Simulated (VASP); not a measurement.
Set up this calculation in VASP 6.6.1, as the native input.

- Task: relaxation of cell and atoms
- Functional: PBEsol
- Potentials or basis: VASP PAW PBE potentials, release 64 (Cu, O)
- Cutoff: 600 eV
- k mesh: 8 × 8 × 8
- Occupations: fermi-dirac, width 0.05 eV
- Spin: no spin polarisation
- Dipole correction: no
- Further INCAR settings: ALGO = Normal; EDIFF = 1e-06; IBRION = 2; EDIFFG = -0.005; NSW = 80; ISIF = 3

The structure of CuO lies in POSCAR:

```
CuO
1.0
    2.5525506100      0.0000000000      0.0000000000
    0.0000000000      2.5525506100      0.0000000000
    0.0000000000      0.0000000000      2.5525506100
Cu O
1 1
Direct
    0.0000000000      0.0000000000      0.0000000000
    0.5000000000      0.5000000000      0.5000000000
```

These files were run (other wordings do the same):

INCAR

```
SYSTEM = CuO
PREC     = Accurate       ! precision mode
ENCUT    = 600            ! plane-wave cutoff, eV
EDIFF    = 1E-6           ! SCF threshold, eV
ISMEAR   = -1             ! smearing method
SIGMA    = 0.05           ! smearing width, eV
LREAL    = .FALSE.        ! projectors in reciprocal space
LASPH    = .TRUE.         ! aspherical terms in the spheres
NELM     = 100            ! most SCF steps
ALGO     = Normal         ! electronic algorithm
ISIF     = 3              ! what is computed and relaxed
LWAVE    = .FALSE.        ! write WAVECAR
LCHARG   = .FALSE.        ! write CHGCAR
GGA      = PS             ! functional
IBRION   = 2              ! ionic algorithm
NSW      = 80             ! ionic steps
EDIFFG   = -0.005         ! ionic threshold
```

KPOINTS

```
regular mesh
0
G
  8 8 8
  0 0 0
```

Potentials or basis: VASP PAW PBE potentials, release 64 (Cu, O).

Command:

```bash
$ cat potpaw_PBE.64/Cu/POTCAR potpaw_PBE.64/O/POTCAR > POTCAR
$ mpirun -np 1 vasp_std > vasp.out
```

It gave:

- Relaxed volume: 8.69 Å³/atom
- Relaxed cell: a = 2.591 Å, b = 2.591 Å, c = 2.591 Å, α = 90.00°, β = 90.00°, γ = 90.00°
- Space group after relaxing (to 0.05 Å): Pm-3m (No. 221)
- Energy gained by relaxing: 11.3 meV/atom
- Ionic steps: 3
- Pressure after relaxing: 0.1 GPa

Caveat: the PAW data sets were made with another functional, which shifts forces and pressure a little; an odd number of electrons without spin polarisation forces a metal; a magnetic or distorted state may lie lower.

It took 23 s on 1 thread of AMD EPYC 7R43 64-Core Processor (Zen 3), with other jobs on the host, peak memory 0.09 GiB.
